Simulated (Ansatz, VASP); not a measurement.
**BN in VASP and in Ansatz**

```
B N
1.0
     2.49824    0.00000    0.00000
    -1.24912    2.16354    0.00000
     0.00000    0.00000    6.63570
B N
2 2
Direct
  0.33333 0.66667 0.25000
  0.66667 0.33333 0.75000
  0.33333 0.66667 0.75000
  0.66667 0.33333 0.25000
```

Alike in both runs: task relaxation of cell and atoms; functional PBEsol; k mesh 16 × 16 × 6; occupations fermi-dirac, width 0.1 eV; no spin polarisation.

|  | VASP | Ansatz |
| --- | --- | --- |
| version | VASP 6.6.1 | Ansatz 0.2.0 |
| potentials or method | VASP PAW PBE potentials, release 64 (B, N) | PAW with Ansatz's default frozen-core files, scalar-relativistic |
| plane-wave cutoff (eV) | 600 | 420 |
| valence electrons in the cell | 16 | 16 |

Ansatz gave:

- relaxed volume (Å³/atom): 9.53
- relaxed cell length with the largest relative difference (Å): 7.016

Task: Which values does VASP return?

Result: Relaxed volume (Å³/atom): 9.38; relaxed cell length with the largest relative difference (Å): 6.907.

VASP's potentials were made for PBE, not for PBEsol.
